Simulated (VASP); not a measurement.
The system is ZnGe2N.

```xyz
4
Lattice="4.2018 0.0000 0.0000 -2.1009 3.6389 0.0000 0.0000 0.0000 4.0588" Properties=species:S:1:pos:R:3 pbc="T T T"
Zn    0.0000    0.0000    1.0207
Ge    0.0000    2.4259    2.6353
Ge    2.1009    1.2130    2.6353
N     0.0000    0.0000    3.0106
```

The cell was generated, and may not be a known phase.

```yaml
Program: VASP 6.6.1
Task: relaxation of cell and atoms
Functional: PBE
Potentials_or_basis: VASP PAW PBE potentials, release 64 (Zn, Ge_d, N)
Cutoff: 600 eV
k_mesh: 6 × 6 × 4
Occupations: gaussian, width 0.1 eV
Spin: no spin polarisation
```

At the start: pressure 12.5 GPa; volume 15.51 Å³/atom.

Task: Where does the relaxation end?

Result: Over 18 steps the energy falls by 261.6 meV/atom and the volume is 17.53 Å³/atom (+13.0 %); space group P6mm (No. 183, to 0.1 Å) before, P6/mmm (No. 191, to 0.1 Å).

The path:
```
step  energy change (eV)  largest force (eV/Å)  pressure (GPa)  volume (Å³)
   1              0.0000                1.6771           12.54        62.06
   2             -0.5843                0.7824           -2.84        73.44
   3             -0.5922                0.4792           -1.87        71.91
   4             -0.7495                0.7393           -1.41        70.92
   5             -0.5973                2.1795            8.65        67.10
   6             -0.8470                1.0104           -0.28        70.11
   7             -0.9321                0.5611            2.32        68.70
   8             -0.9348                0.8584            1.24        69.13
   9             -0.9374                0.7380            1.77        68.94
  10             -0.8888                2.5577            0.41        71.00
  11             -0.9489                0.6391            1.16        69.58
  12             -0.9697                0.3595           -1.38        71.82
  13             -0.9698                0.3411           -1.24        71.71
  14             -0.9927                0.2408           -1.16        71.48
  15             -1.0326                0.6137           -0.68        70.78
  16             -1.0370                0.7695           -0.40        70.47
  17             -1.0459                0.1488           -0.25        70.21
  18             -1.0462                0.0228           -0.08        70.14
```

Final structure:
```
Zn Ge N
1.0
     4.72344    0.00000    0.00000
    -2.36172    4.09062    0.00000
     0.00000    0.00000    3.63007
Zn Ge N
1 2 1
Cartesian
  0.0000 0.0000 0.7182
  0.0000 2.7271 2.5337
  2.3617 1.3635 2.5337
  4.7234 0.0000 2.5339
```

Caveat: the k points lie up to 0.43 Å⁻¹ apart in the final cell, too coarse for converged energies and pressures of a metal.
